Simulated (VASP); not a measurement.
# BaTiO3 (Amm2) in VASP: notebook

BaTiO3 is run at these levels: PBE+U; tasks: single point.

Program: VASP 6.6.1. These are calculated values, not measurements. Logs are shortened: lines on timing, memory, paths and dates and some standing lists are left out, and cuts for length are marked.

## 1. The cell of the first run

The structure is orthorhombic, space group Amm2 (No. 38). Conventional cell: a = 3.968 Å, b = 5.689 Å, c = 5.772 Å, α = 90.00°, β = 90.00°, γ = 90.00°. Ba (site symmetry mm2) has 12 O at 2.79 to 2.98 Å and 8 Ti at 3.45 to 3.56 Å within 3.7 Å. Within 2.5 Å of Ti (site symmetry mm2) lie 6 O at 1.88 to 2.18 Å. O (site symmetry mm2) has 2 Ti at 1.99 Å within 2.6 Å. O (site symmetry m) has 2 Ti at 1.88 to 2.18 Å within 2.5 Å.

## 2. Single point, PBE+U (strain -0.0100 x Voigt [1, 1, 0, 0, 0, 0])

File INCAR:

```
SYSTEM = BaTiO3
  PREC = Accurate
  ENCUT = 520
  EDIFF = 1E-7
  ISMEAR = 0
  SIGMA = 0.05
  LREAL = .False.
  LASPH = .True.
  NELM = 150
  ALGO = Normal
  ISIF = 2
  LWAVE = .False.
  LCHARG = .True.
  LMAXMIX = 4
  LDAU = .True.
  LDAUTYPE = 2
  LDAUL = -1 2 -1
  LDAUU = 0 4 0
  LDAUJ = 0 0 0
  LDAUPRINT = 1
  GGA = PE
  LELF = .True.
  LVHAR = .True.
  NBANDS = 28
```

File KPOINTS:

```
Automatic mesh
0
Gamma
  6 6 6
  0 0 0
```

File POSCAR:

```
BaTiO3
1.0
    3.9681372799      0.0000000000      0.0000000000
    0.0000000000      2.8445486574      2.8859183788
    0.0000000000     -2.8445486574      2.8859183788
Ba Ti O
1 1 3
Direct
    0.0000000000      0.0080771845      0.0080771845
    0.5000000000      0.5197092871      0.5197092871
    0.0000000000      0.4916268390      0.4916268390
    0.5000000000      0.4938075372      0.9829991522
    0.5000000000      0.9829991522      0.4938075372
```

Potentials or basis: VASP PAW PBE potentials, release 64 (Ba_sv, Ti_sv, O).

Command:

```sh
cat potpaw_PBE.64/Ba_sv/POTCAR potpaw_PBE.64/Ti_sv/POTCAR potpaw_PBE.64/O/POTCAR > POTCAR
mpirun -np 1 vasp_std > vasp.out
```

OUTCAR:

```text
SYSTEM = BaTiO3
   PREC = Accurate
   ENCUT = 520
   EDIFF = 1E-7
   ISMEAR = 0
   LREAL = .False.
   LASPH = .True.
   NELM = 150
   ISIF = 2
   GGA = PE

 ion  position               nearest neighbor table
   1  0.000  0.008  0.008-   3 2.79   4 2.80   5 2.80   4 2.80   5 2.80   3 2.85   3 2.85   5 2.88
                             4 2.88   5 2.88   4 2.88   3 2.98   2 3.45   2 3.45   2 3.47   2 3.47
   2  0.500  0.520  0.520-   4 1.88   5 1.88   3 1.99   3 1.99   5 2.18   4 2.18   1 3.45   1 3.45
                             1 3.47   1 3.47   1 3.47   1 3.47   1 3.56   1 3.56
   3  0.000  0.492  0.492-   2 1.99   2 1.99   1 2.79   1 2.85   1 2.85   1 2.98
   4  0.500  0.494  0.983-   2 1.88   2 2.18   1 2.80   1 2.80   1 2.88   1 2.88
   5  0.500  0.983  0.494-   2 1.88   2 2.18   1 2.80   1 2.80   1 2.88   1 2.88

  LATTYP: Found a base centered orthorhombic cell.
 ALAT       =     5.6890973148
 B/A-ratio  =     1.0145435098
 C/A-ratio  =     0.6974985767

  Lattice vectors:

 A1 = (   0.0000000000,   2.8445486574,  -2.8859183788)
 A2 = (   0.0000000000,   2.8445486574,   2.8859183788)
 A3 = (   3.9681372799,   0.0000000000,   0.0000000000)

Analysis of symmetry for initial positions (statically):
=====================================================================
 Subroutine PRICEL returns:
 Original cell was already a primitive cell.

 Routine SETGRP: Setting up the symmetry group for a
 base centered orthorhombic supercell.

 Subroutine GETGRP returns: Found  4 space group operations
 (whereof  4 operations were pure point group operations)
 out of a pool of  8 trial point group operations.

The static configuration has the point symmetry C_2v.

Analysis of symmetry for dynamics (positions and initial velocities):
=====================================================================
 Subroutine PRICEL returns:
 Original cell was already a primitive cell.

 Routine SETGRP: Setting up the symmetry group for a
 base centered orthorhombic supercell.

 Subroutine GETGRP returns: Found  4 space group operations
 (whereof  4 operations were pure point group operations)
 out of a pool of  8 trial point group operations.

The dynamic configuration has the point symmetry C_2v.

 Subroutine INISYM returns: Found  4 space group operations
 (whereof  4 operations are pure point group operations),
 and found     1 'primitive' translations

----------------------------------------------------------------------------------------

                                     Primitive cell

  volume of cell :      65.1500

  direct lattice vectors                    reciprocal lattice vectors
     3.968137280  0.000000000  0.000000000     0.252007410  0.000000000  0.000000000
     0.000000000  2.844548657  2.885918379     0.000000000  0.175774810  0.173255073
     0.000000000 -2.844548657  2.885918379     0.000000000 -0.175774810  0.173255073

  length of vectors
     3.968137280  4.052157691  4.052157691     0.252007410  0.246807829  0.246807829

  position of ions in fractional coordinates (direct lattice)
     0.000000000  0.008077185  0.008077185
     0.500000000  0.519709287  0.519709287
     0.000000000  0.491626839  0.491626839
     0.500000000  0.493807537  0.982999152
     0.500000000  0.982999152  0.493807537

  ion indices of the primitive-cell ions
   primitive index   ion index
                 1           1
                 2           2
                 3           3
                 4           4
                 5           5

----------------------------------------------------------------------------------------
[... 53 lines left out ...]
   number of dos      NEDOS =    301   number of ions     NIONS =      5
   total plane-waves  NPLWV =  27000
   dimension x,y,z NGX =    30 NGY =   30 NGZ =   30
   dimension x,y,z NGXF=    60 NGYF=   60 NGZF=   60
   ions per type =               1   1   3
   NGX,Y,Z   is equivalent  to a cutoff of  12.57, 12.31, 12.31 a.u.
   NGXF,Y,Z  is equivalent  to a cutoff of  25.14, 24.62, 24.62 a.u.
 SYSTEM =  BaTiO3
   PREC   = accura    normal or accurate (medium, high low for compatibility)
   ISTART =      0    job   : 0-new  1-cont  2-samecut
   ICHARG =      2    charge: 1-file 2-atom 10-const
   ISPIN  =      1    spin polarized calculation?
   LNONCOLLINEAR =      F non collinear calculations
   LSORBIT =      F    spin-orbit coupling
   LASPH  =      T    aspherical Exc in radial PAW
   ENCUT  =  520.0 eV  38.22 Ry    6.18 a.u.   7.38  7.53  7.53*2*pi/ulx,y,z
   NELM   =    150;   NELMIN=  2; NELMDL= -5     # of ELM steps
   EDIFF  = 0.1E-06   stopping-criterion for ELM
   LREAL  =      F    real-space projection
   EDIFFG = 0.1E-05   stopping-criterion for IOM
   NSW    =      0    number of steps for IOM
   IBRION =     -1    ionic relax: 0-MD 1-quasi-New 2-CG
   NFREE  =      0    steps in history (QN), initial steepest desc. (CG)
   ISIF   =      2    stress and relaxation
   ISYM   =      2    0-nonsym 1-usesym 2-fastsym
   POTIM  = 0.5000    time-step for ionic-motion
   TEBEG  =    0.0;   TEEND  =   0.0 temperature during run
   PSTRESS=    0.0 pullay stress
   NELECT =      40.0000    total number of electrons
   NUPDOWN=      -1.0000    fix difference up-down
   EMIN   =  10.00;   EMAX   =-10.00  energy-range for DOS
   EFERMI =   0.00;   METHOD = LEGACY
   ISMEAR =     0;   SIGMA  =   0.05  broadening in eV -4-tet -1-fermi 0-gaus
   EFERMI_NEDOS =   21; number of points for ismear=-14 and -15
   IALGO  =     38    algorithm
   IMIX   =      4    mixing-type and parameters
     AMIX     =   0.40;   BMIX     =  1.00
     AMIX_MAG =   1.60;   BMIX_MAG =  1.00
  volume/ion in A,a.u.               =      13.03        87.93
  Fermi-wavevector in a.u.,A,eV,Ry     =   1.391415  2.629394 26.341379  1.936037
  Thomas-Fermi vector in A             =   2.515257
   LORBIT       =      0    0 simple, 1 ext, 2 COOP (PROOUT), +10 PAW based schemes
 LDA+U is selected, type is set to LDAUTYPE =  2
   angular momentum for each species LDAUL =    -1    2   -1
   U (eV)           for each species LDAUU =   0.0  4.0  0.0
   J (eV)           for each species LDAUJ =   0.0  0.0  0.0
   GGA     = PE    functional components
   LHFCALC =     F    Hartree Fock is set to
   AEXX    =    0.0000 exact exchange contribution
   IVDW    =     0    specifies the selected vdW correction
   LEPSILON=     F    determine dielectric tensor
   LRPA    =     F    only Hartree local field effects (RPA)
 non-spin polarized calculation
 Gauss-broadening in eV      SIGMA  =   0.05
  energy-cutoff  :      520.00
  volume of cell :       65.15
 maximum number of plane-waves:      1779
 NGX is ok and might be reduce to    30
   NGX = 15   NGY = 15   NGZ = 15

atom =   2  type =  2  l = 2

 onsite density matrix

spin component  1

  0.1097  0.0000  0.0000  0.0000  0.0000
  0.0000  0.2460  0.0000  0.0000  0.0000
  0.0000  0.0000  0.1387  0.0000 -0.0513
  0.0000  0.0000  0.0000  0.1083  0.0000
  0.0000  0.0000 -0.0513  0.0000  0.2147

spin component  2

  0.1097  0.0000  0.0000  0.0000  0.0000
  0.0000  0.2460  0.0000  0.0000  0.0000
  0.0000  0.0000  0.1387  0.0000 -0.0513
  0.0000  0.0000  0.0000  0.1083  0.0000
  0.0000  0.0000 -0.0513  0.0000  0.2147

 occupancies and eigenvectors

  o =  0.1083  v =  0.0000  0.0000  0.0000  1.0000  0.0000  0.0000  0.0000  0.0000  0.0000  0.0000      0.0000  0.0000  0.0000  0.0000  0.0000  0.0000  0.0000  0.0000  0.0000  0.0000
  o =  0.1083  v =  0.0000  0.0000  0.0000  0.0000  0.0000  0.0000  0.0000  0.0000  1.0000  0.0000      0.0000  0.0000  0.0000  0.0000  0.0000  0.0000  0.0000  0.0000  0.0000  0.0000
  o =  0.1097  v =  1.0000  0.0000  0.0000  0.0000  0.0000  0.0000  0.0000  0.0000  0.0000  0.0000      0.0000  0.0000  0.0000  0.0000  0.0000  0.0000  0.0000  0.0000  0.0000  0.0000
  o =  0.1097  v =  0.0000  0.0000  0.0000  0.0000  0.0000  1.0000  0.0000  0.0000  0.0000  0.0000      0.0000  0.0000  0.0000  0.0000  0.0000  0.0000  0.0000  0.0000  0.0000  0.0000
  o =  0.1128  v =  0.0000  0.0000 -0.8931  0.0000 -0.4499  0.0000  0.0000  0.0000  0.0000  0.0000      0.0000  0.0000  0.0000  0.0000  0.0000  0.0000  0.0000  0.0000  0.0000  0.0000
  o =  0.1128  v =  0.0000  0.0000  0.0000  0.0000  0.0000  0.0000  0.0000 -0.8931  0.0000 -0.4499      0.0000  0.0000  0.0000  0.0000  0.0000  0.0000  0.0000  0.0000  0.0000  0.0000
  o =  0.2406  v =  0.0000  0.0000  0.0000  0.0000  0.0000  0.0000  0.0000 -0.4499  0.0000  0.8931      0.0000  0.0000  0.0000  0.0000  0.0000  0.0000  0.0000  0.0000  0.0000  0.0000
  o =  0.2406  v =  0.0000  0.0000 -0.4499  0.0000  0.8931  0.0000  0.0000  0.0000  0.0000  0.0000      0.0000  0.0000  0.0000  0.0000  0.0000  0.0000  0.0000  0.0000  0.0000  0.0000
  o =  0.2460  v =  0.0000  0.0000  0.0000  0.0000  0.0000  0.0000  1.0000  0.0000  0.0000  0.0000      0.0000  0.0000  0.0000  0.0000  0.0000  0.0000  0.0000  0.0000  0.0000  0.0000
  o =  0.2460  v =  0.0000  1.0000  0.0000  0.0000  0.0000  0.0000  0.0000  0.0000  0.0000  0.0000      0.0000  0.0000  0.0000  0.0000  0.0000  0.0000  0.0000  0.0000  0.0000  0.0000

 number of electron      39.9999997 magnetization

 Free energy of the ion-electron system (eV)
  ---------------------------------------------------
  ext. energy  EPLUGINS =         0.00000000
  ---------------------------------------------------
  free energy    TOTEN  =       -37.25996849 eV

  energy without entropy =      -37.25996849  energy(sigma->0) =      -37.25996849

 E-fermi :   4.1634     XC(G=0): -11.1682

 val. band max:        3.8359698971   @ k =   0.5000   0.5000   0.5000
 cond. band min:       6.3742820666   @ k =   0.0000   0.0000   0.0000
 fundamental gap:      2.5383121695
 Fermi energy:         4.1633994218

 k-point     1 :       0.0000    0.0000    0.0000
  band No.  band energies     occupation
      1     -53.6927      2.00000
      2     -29.8951      2.00000
      3     -29.8936      2.00000
      4     -29.8523      2.00000
      5     -21.0449      2.00000
      6     -13.0671      2.00000
[... 733 lines left out ...]
     27      11.9655      0.00000
     28      12.3206      0.00000

 [... further k-points ...]
[... 5 lines left out ...]
  --------------------------------------------------------------------------------------
  -------------------------------------------------------------------------------------
  Total        3.0717541      3.3538858      2.2035462      0.0000000      0.0000000      0.0000000
  in kB       75.5410358     82.4792598     54.1899361      0.0000000      0.0000000      0.0000000
  external PRESSURE =      70.7367439 kB  Pullay stress =       0.0000000 kB

 VOLUME and BASIS-vectors are now :
 -----------------------------------------------------------------------------
  energy-cutoff  :      520.00
  volume of cell :       65.15
      direct lattice vectors                 reciprocal lattice vectors
     3.968137280  0.000000000  0.000000000     0.252007410  0.000000000  0.000000000
     0.000000000  2.844548657  2.885918379     0.000000000  0.175774810  0.173255073
     0.000000000 -2.844548657  2.885918379     0.000000000 -0.175774810  0.173255073

 POSITION                                       TOTAL-FORCE (eV/Angst)
 -----------------------------------------------------------------------------------
      0.00000      0.00000      0.04662         0.000000      0.000000     -0.057020
      1.98407      0.00000      2.99968         0.000000      0.000000     -0.728672
      0.00000      0.00000      2.83759         0.000000      0.000000     -0.028035
      1.98407     -1.39153      4.26194         0.000000     -0.424384      0.406864
      1.98407      1.39153      4.26194         0.000000      0.424384      0.406864
 -----------------------------------------------------------------------------------
    total drift:                                0.000000      0.000000     -0.000490

  FREE ENERGIE OF THE ION-ELECTRON SYSTEM (eV)
  ---------------------------------------------------
  free  energy   TOTEN  =       -37.2599684891 eV

  energy  without entropy=      -37.2599684891  energy(sigma->0) =      -37.25996849
```

Wall time 52 s (1 thread of Intel Xeon 6975P-C (Granite Rapids), shared host); peak memory 0.23 GiB.

Results:

```
Free energy            : -37.2600 eV
Pressure               : 7.1 GPa
Largest force          : 0.729 eV/Å
Band gap on the k mesh : 2.54 eV (least direct gap 2.93 eV)
```

Forces on the atoms (eV/Å):
```
Ba   0.000  0.000 -0.057
Ti   0.000  0.000 -0.729
O    0.000  0.000 -0.028
O    0.000 -0.424  0.407
O    0.000  0.424  0.407
```

Levels at points of the mesh, in eV from the valence-band top:
| k point | band 17 | band 18 | band 19 | band 20 | band 21 | band 22 | band 23 | band 24 |
| --- | --- | --- | --- | --- | --- | --- | --- | --- |
| (0.00, 0.00, 0.00) | -1.09 | -0.48 | -0.45 | -0.39 | 2.54 | 2.72 | 2.74 | 4.26 |
| (0.50, 0.00, 0.00) | -1.67 | -1.58 | -1.15 | -1.00 | 2.88 | 4.07 | 4.19 | 4.21 |
| (0.00, 0.50, 0.00) | -1.76 | -1.64 | -0.94 | -0.82 | 2.78 | 4.06 | 4.07 | 4.24 |
| (0.50, 0.50, 0.00) | -1.84 | -0.93 | -0.90 | -0.08 | 4.10 | 4.17 | 4.51 | 4.72 |
| (0.00, 0.50, 0.50) | -1.79 | -0.98 | -0.89 | -0.23 | 4.06 | 4.12 | 4.40 | 5.02 |
| (0.50, 0.50, 0.50) | -2.28 | -0.15 | 0.00 | 0.00 | 4.65 | 4.66 | 4.76 | 6.35 |

Eigenvalues of the final occupation matrices:
```csv
site,spin,trace,eigenvalues
site 2 d,1,0.82,0.11 0.11 0.11 0.24 0.25
site 2 d,2,0.82,0.11 0.11 0.11 0.24 0.25
```

Caveat: the cell differs from its parent crystal (strain -0.0100 x Voigt [1, 1, 0, 0, 0, 0]); the cell stands under pressure; spin-orbit coupling is left out, which moves the levels of the heavy elements.

[end of part 1 of 2]
